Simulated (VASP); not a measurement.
Set up this calculation in VASP 6.6.1, as the native input.

```
Task                   : relaxation of cell and atoms
Functional             : PBE
Potentials or basis    : VASP PAW PBE potentials, release 64 (Rb_sv)
Cutoff                 : 600 eV
k mesh                 : 9 × 9 × 5
Occupations            : fermi-dirac, width 0.08 eV
Spin                   : no spin polarisation
Target pressure        : -0.009 GPa
Dipole correction      : no
Further INCAR settings : ALGO = Normal; EDIFF = 1e-06; IBRION = 2; EDIFFG = -0.005; NSW = 32; ISIF = 3
```

The structure of Rb lies in POSCAR:

```
Rb
1.0
    5.0455965800      0.0000000000      0.0000000000
   -2.5227982900      4.3696148155      0.0000000000
    0.0000000000      0.0000000000      8.3283560546
Rb
2
Direct
    0.3333333333      0.6666666667      0.2500000000
    0.6666666667      0.3333333333      0.7500000000
```

This isn't the form of Rb at room conditions, which is bcc.

The input as run:

INCAR

```
  ALGO = Normal
  EDIFF = 1E-6
  EDIFFG = -0.005
  ENCUT = 600
  GGA = PE
  IBRION = 2
  ISIF = 3
  ISMEAR = -1
  LASPH = True
  LCHARG = False
  LREAL = False
  LWAVE = False
  NELM = 80
  NSW = 32
  PREC = Accurate
  PSTRESS = -0.09
  SIGMA = 0.08
```

KPOINTS

```
k-points
0
Gamma
  9 9 5
```

Potentials or basis: VASP PAW PBE potentials, release 64 (Rb_sv).

The run is started by

```bash
$ cat potpaw_PBE.64/Rb_sv/POTCAR > POTCAR
$ mpirun -np 1 vasp_std > vasp.out
```

Results of the run:

* Pressure after relaxing: 0.0 GPa
* Band gap on the k mesh: zero (bands 9 and 10 overlap by 2.00 eV)

Caveat: the cell is relaxed towards a set pressure, so the run minimises the enthalpy, not the energy.

Wall time 38 s on 1 thread of Intel(R) Xeon(R) 6975P-C (Granite Rapids), on a shared host, peak memory 0.35 GiB.
